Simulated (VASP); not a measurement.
# AlNi2 (P-3m1) in VASP: a series of runs

Runs on AlNi2. Level: PBEsol. Tasks: single point.

Everything below comes from runs of VASP 6.6.1. Logs are shortened: lines on timing, memory, paths and dates and some standing lists are left out, and cuts for length are marked.

## Step 1: The cell of the first run

It takes space group P-3m1 (No. 164, trigonal). The conventional cell has a = 3.975 Å, b = 3.975 Å, c = 4.906 Å, α = 90.00°, β = 90.00°, γ = 120.00°. Al (site symmetry 3m) has 11 Ni at 2.38 to 2.82 Å and 3 Al at 2.82 Å within 3.1 Å. Ni (site symmetry 3m) has 5 Al at 2.38 to 2.53 Å and 9 Ni at 2.41 to 2.86 Å within 3.1 Å. Within 3.2 Å of Ni (site symmetry -3m) lie 8 Ni at 2.41 to 2.45 Å and 6 Al at 2.82 Å. Within 3.2 Å of Ni (site symmetry -3m) lie 6 Al at 2.44 Å and 8 Ni at 2.45 to 2.86 Å.

## Step 2: Single point, PBEsol (mode 4 (128.2 1/cm) frozen in, largest displacement +0.175 Å)

Input file INCAR:

```
SYSTEM = AlNi2
PREC = Accurate
ENCUT = 520
EDIFF = 1E-7
ISMEAR = 0
SIGMA = 0.15
LREAL = .False.
LASPH = .True.
NELM = 80
ALGO = Fast
ISIF = 2
LWAVE = .False.
LCHARG = .False.
GGA = PS
NBANDS = 32
```

Input file KPOINTS:

```
regular mesh
0
Gamma
  12 12 10
  0 0 0
```

Input file POSCAR:

```
AlNi2
1.0
    3.9748989536      0.0000000000      0.0000000000
   -1.9874494768      3.4423634713      0.0000000000
    0.0000000000      0.0000000000      4.9060444288
Al Ni
2 4
Direct
    0.3333333333      0.6666666667      0.1670486435
    0.6666666667      0.3333333333      0.8329513565
    0.3333333333      0.6666666667      0.6518669820
    0.6666666667      0.3333333333      0.3481330180
    0.0000000000      0.0000000000      0.5000000000
    0.0000000000      0.0000000000      0.0000000000
```

Potentials or basis: VASP PAW PBE potentials, release 64 (Al, Ni).

On the command line:

```sh
cat potpaw_PBE.64/Al/POTCAR potpaw_PBE.64/Ni/POTCAR > POTCAR
mpirun -np 1 vasp_std > vasp.out
```

OUTCAR:

```text
SYSTEM = AlNi2
   PREC = Accurate
   ENCUT = 520
   EDIFF = 1E-7
   ISMEAR = 0
   LREAL = .False.
   LASPH = .True.
   NELM = 80
   ISIF = 2
   GGA = PS

 ion  position               nearest neighbor table
   1  0.333  0.667  0.167-   3 2.38   6 2.44   6 2.44   6 2.44   4 2.46   4 2.46   4 2.46   3 2.53
                             5 2.82   5 2.82   5 2.82   2 2.82   2 2.82   2 2.82
   2  0.667  0.333  0.833-   4 2.38   6 2.44   6 2.44   6 2.44   3 2.46   3 2.46   3 2.46   4 2.53
                             5 2.82   5 2.82   5 2.82   1 2.82   1 2.82   1 2.82
   3  0.333  0.667  0.652-   1 2.38   5 2.41   5 2.41   5 2.41   2 2.46   2 2.46   2 2.46   1 2.53
                             4 2.74   4 2.74   4 2.74   6 2.86   6 2.86   6 2.86
   4  0.667  0.333  0.348-   2 2.38   5 2.41   5 2.41   5 2.41   1 2.46   1 2.46   1 2.46   2 2.53
                             3 2.74   3 2.74   3 2.74   6 2.86   6 2.86   6 2.86
   5  0.000  0.000  0.500-   3 2.41   4 2.41   4 2.41   3 2.41   4 2.41   3 2.41   6 2.45   6 2.45
                             1 2.82   2 2.82   1 2.82   2 2.82   2 2.82   1 2.82
   6  0.000  0.000  0.000-   1 2.44   2 2.44   2 2.44   1 2.44   2 2.44   1 2.44   5 2.45   5 2.45
                             3 2.86   4 2.86   4 2.86   3 2.86   3 2.86   4 2.86

  LATTYP: Found a hexagonal cell.
 ALAT       =     3.9748989536
 C/A-ratio  =     1.2342563889

  Lattice vectors:

 A1 = (   3.9748989536,   0.0000000000,   0.0000000000)
 A2 = (  -1.9874494768,   3.4423634713,   0.0000000000)
 A3 = (   0.0000000000,   0.0000000000,   4.9060444288)

Analysis of symmetry for initial positions (statically):
=====================================================================
 Subroutine PRICEL returns:
 Original cell was already a primitive cell.

 Routine SETGRP: Setting up the symmetry group for a
 hexagonal supercell.

 Subroutine GETGRP returns: Found 12 space group operations
 (whereof 12 operations were pure point group operations)
 out of a pool of 24 trial point group operations.

The static configuration has the point symmetry D_3d.

Analysis of symmetry for dynamics (positions and initial velocities):
=====================================================================
 Subroutine PRICEL returns:
 Original cell was already a primitive cell.

 Routine SETGRP: Setting up the symmetry group for a
 hexagonal supercell.

 Subroutine GETGRP returns: Found 12 space group operations
 (whereof 12 operations were pure point group operations)
 out of a pool of 24 trial point group operations.

The dynamic configuration has the point symmetry D_3d.

 Subroutine INISYM returns: Found 12 space group operations
 (whereof 12 operations are pure point group operations),
 and found     1 'primitive' translations

----------------------------------------------------------------------------------------

                                     Primitive cell

  volume of cell :      67.1296

  direct lattice vectors                    reciprocal lattice vectors
     3.974898954  0.000000000  0.000000000     0.251578722  0.145249043  0.000000000
    -1.987449477  3.442363471  0.000000000     0.000000000  0.290498086  0.000000000
     0.000000000  0.000000000  4.906044429     0.000000000  0.000000000  0.203830197

  length of vectors
     3.974898954  3.974898954  4.906044429     0.290498086  0.290498086  0.203830197

  position of ions in fractional coordinates (direct lattice)
     0.333333333  0.666666667  0.167048644
     0.666666667  0.333333333  0.832951356
     0.333333333  0.666666667  0.651866982
     0.666666667  0.333333333  0.348133018
     0.000000000  0.000000000  0.500000000
     0.000000000  0.000000000  0.000000000

  ion indices of the primitive-cell ions
   primitive index   ion index
                 1           1
                 2           2
                 3           3
                 4           4
                 5           5
                 6           6

----------------------------------------------------------------------------------------

 KPOINTS: regular mesh

Automatic generation of k-mesh.
 Grid dimensions read from file:
 generate k-points for:   12   12   10

 Generating k-lattice:

  Cartesian coordinates                     Fractional coordinates (reciprocal lattice)
     0.020964894  0.012104087  0.000000000     0.083333333  0.000000000  0.000000000
     0.000000000  0.024208174  0.000000000     0.000000000  0.083333333  0.000000000
     0.000000000  0.000000000  0.020383020     0.000000000  0.000000000  0.100000000

  Length of vectors
     0.024208174  0.024208174  0.020383020

  Shift w.r.t. Gamma in fractional coordinates (k-lattice)
     0.000000000  0.000000000  0.000000000

 Subroutine IBZKPT returns following result:
 ===========================================

 Found    162 irreducible k-points:

 Following reciprocal coordinates:
            Coordinates               Weight
  0.000000  0.000000  0.000000      1.000000
  0.083333  0.000000  0.000000      6.000000
  0.166667  0.000000  0.000000      6.000000
  0.250000  0.000000  0.000000      6.000000
  0.333333  0.000000  0.000000      6.000000
  0.416667  0.000000  0.000000      6.000000
[... 16 lines left out ...]
  0.166667  0.000000  0.100000      6.000000
  0.000000  0.166667  0.100000      6.000000
 [... further k-points ...]
   k-points           NKPTS =    162   k-points in BZ     NKDIM =    162   number of bands    NBANDS=     32
   number of dos      NEDOS =    301   number of ions     NIONS =      6
   total plane-waves  NPLWV =  32400
   dimension x,y,z NGX =    30 NGY =   30 NGZ =   36
   dimension x,y,z NGXF=    60 NGYF=   60 NGZF=   72
   ions per type =               2   4
   NGX,Y,Z   is equivalent  to a cutoff of  12.55, 12.55, 12.20 a.u.
   NGXF,Y,Z  is equivalent  to a cutoff of  25.09, 25.09, 24.40 a.u.
 SYSTEM =  AlNi2
   PREC   = accura    normal or accurate (medium, high low for compatibility)
   ISTART =      0    job   : 0-new  1-cont  2-samecut
   ICHARG =      2    charge: 1-file 2-atom 10-const
   ISPIN  =      1    spin polarized calculation?
   LNONCOLLINEAR =      F non collinear calculations
   LSORBIT =      F    spin-orbit coupling
   LASPH  =      T    aspherical Exc in radial PAW
   ENCUT  =  520.0 eV  38.22 Ry    6.18 a.u.   7.39  7.39  9.12*2*pi/ulx,y,z
   NELM   =     80;   NELMIN=  2; NELMDL= -5     # of ELM steps
   EDIFF  = 0.1E-06   stopping-criterion for ELM
   LREAL  =      F    real-space projection
   EDIFFG = 0.1E-05   stopping-criterion for IOM
   NSW    =      0    number of steps for IOM
   IBRION =     -1    ionic relax: 0-MD 1-quasi-New 2-CG
   NFREE  =      0    steps in history (QN), initial steepest desc. (CG)
   ISIF   =      2    stress and relaxation
   ISYM   =      2    0-nonsym 1-usesym 2-fastsym
   POTIM  = 0.5000    time-step for ionic-motion
   TEBEG  =    0.0;   TEEND  =   0.0 temperature during run
   PSTRESS=    0.0 pullay stress
   NELECT =      46.0000    total number of electrons
   NUPDOWN=      -1.0000    fix difference up-down
   EMIN   =  10.00;   EMAX   =-10.00  energy-range for DOS
   EFERMI =   0.00;   METHOD = LEGACY
   ISMEAR =     0;   SIGMA  =   0.15  broadening in eV -4-tet -1-fermi 0-gaus
   EFERMI_NEDOS =   21; number of points for ismear=-14 and -15
   IALGO  =     68    algorithm
   IMIX   =      4    mixing-type and parameters
     AMIX     =   0.40;   BMIX     =  1.00
     AMIX_MAG =   1.60;   BMIX_MAG =  1.00
  volume/ion in A,a.u.               =      11.19        75.50
  Fermi-wavevector in a.u.,A,eV,Ry     =   1.443298  2.727438 28.342420  2.083109
  Thomas-Fermi vector in A             =   2.561721
   LORBIT       =      0    0 simple, 1 ext, 2 COOP (PROOUT), +10 PAW based schemes
   GGA     = PS    functional components
   LHFCALC =     F    Hartree Fock is set to
   AEXX    =    0.0000 exact exchange contribution
   IVDW    =     0    specifies the selected vdW correction
   LEPSILON=     F    determine dielectric tensor
   LRPA    =     F    only Hartree local field effects (RPA)
 non-spin polarized calculation
 RMM-DIIS sequential band-by-band and
 Gauss-broadening in eV      SIGMA  =   0.15
  energy-cutoff  :      520.00
  volume of cell :       67.13
 maximum number of plane-waves:      1827
 NGX is ok and might be reduce to    30
   NGX = 15   NGY = 15   NGZ = 19

 number of electron      46.0000060 magnetization

 Free energy of the ion-electron system (eV)
  ---------------------------------------------------
  ext. energy  EPLUGINS =         0.00000000
  ---------------------------------------------------
  free energy    TOTEN  =       -35.66361960 eV

  energy without entropy =      -35.62161103  energy(sigma->0) =      -35.64261531

 E-fermi :  10.0140     XC(G=0): -12.7443

 val. band max:       10.0084656787   @ k =   0.4167   0.0000   0.4000
 cond. band min:      10.0249758772   @ k =  -0.1667   0.5000   0.3000
 fundamental gap:      0.0165101984
 Fermi energy:        10.0140229563

 k-point     1 :       0.0000    0.0000    0.0000
  band No.  band energies     occupation
      1      -0.6948      2.00000
      2       4.7221      2.00000
      3       4.8250      2.00000
      4       6.1932      2.00000
      5       6.1932      2.00000
      6       6.6236      2.00000
[... 24 lines left out ...]
     31      17.0836      0.00000
     32      17.0836      0.00000

 k-point     2 :       0.0833    0.0000    0.0000
  band No.  band energies     occupation
      1      -0.6046      2.00000
      2       4.7878      2.00000
      3       4.8225      2.00000
      4       6.1854      2.00000
      5       6.2242      2.00000
      6       6.5728      2.00000
[... 24 lines left out ...]
     31      17.0223      0.00000
     32      17.3400      0.00000
[... 733 lines left out ...]
     31      17.1298      0.00000
     32      17.7421      0.00000

 k-point    24 :       0.0000    0.1667    0.1000
  band No.  band energies     occupation
      1      -0.2746      2.00000
      2       4.2402      2.00000
      3       5.2770      2.00000
      4       6.1259      2.00000
      5       6.3563      2.00000
      6       6.5191      2.00000
[... 24 lines left out ...]
     31      16.6784      0.00000
     32      16.9066      0.00000

 [... further k-points ...]
[... 5 lines left out ...]
  --------------------------------------------------------------------------------------
  -------------------------------------------------------------------------------------
  Total        0.4520895      0.4520895     -0.0431315      0.0000000      0.0000000     -0.0000000
  in kB       10.7899813     10.7899813     -1.0294157      0.0000000      0.0000000     -0.0000000
  external PRESSURE =       6.8501823 kB  Pullay stress =       0.0000000 kB

 VOLUME and BASIS-vectors are now :
 -----------------------------------------------------------------------------
  energy-cutoff  :      520.00
  volume of cell :       67.13
      direct lattice vectors                 reciprocal lattice vectors
     3.974898954  0.000000000  0.000000000     0.251578722  0.145249043  0.000000000
    -1.987449477  3.442363471  0.000000000     0.000000000  0.290498086  0.000000000
     0.000000000  0.000000000  4.906044429     0.000000000  0.000000000  0.203830197

 POSITION                                       TOTAL-FORCE (eV/Angst)
 -----------------------------------------------------------------------------------
     -0.00000      2.29491      0.81955         0.000000      0.000000      0.416145
      1.98745      1.14745      4.08650        -0.000000      0.000000     -0.416145
     -0.00000      2.29491      3.19809         0.000000     -0.000000      0.793267
      1.98745      1.14745      1.70796        -0.000000      0.000000     -0.793267
      0.00000      0.00000      2.45302         0.000000      0.000000     -0.000000
      0.00000      0.00000      0.00000         0.000000      0.000000     -0.000000
 -----------------------------------------------------------------------------------
    total drift:                                0.000000     -0.000000     -0.000000

  FREE ENERGIE OF THE ION-ELECTRON SYSTEM (eV)
  ---------------------------------------------------
  free  energy   TOTEN  =       -35.6636196037 eV

  energy  without entropy=      -35.6216110255  energy(sigma->0) =      -35.64261531
```

It took 12 min on 1 thread of AMD EPYC 7R13, shared host; peak memory 0.35 GiB.

What came out:

| Quantity | Value |
| --- | --- |
| Free energy | -35.6636 eV |
| Pressure | 0.7 GPa |
| Largest force | 0.793 eV/Å |
| Band gap on the k mesh | zero (band 23 reaches 13.64 eV, above the bottom of band 24 at 9.70 eV) |

Forces on the atoms (eV/Å):
```
Al   0.000  0.000  0.416
Al   0.000  0.000 -0.416
Ni   0.000  0.000  0.793
Ni   0.000  0.000 -0.793
Ni   0.000  0.000  0.000
Ni   0.000  0.000  0.000
```

Stress tensor (GPa, compression positive):
```
 1.08  0.00  0.00
 0.00  1.08  0.00
 0.00  0.00 -0.10
```

Caveat: the cell differs from its parent crystal (mode 4 (128.2 1/cm) frozen in, largest displacement +0.175 Å); the PAW data sets were made with another functional, which shifts forces and pressure a little.

(Part 1 of 2 ends here.)
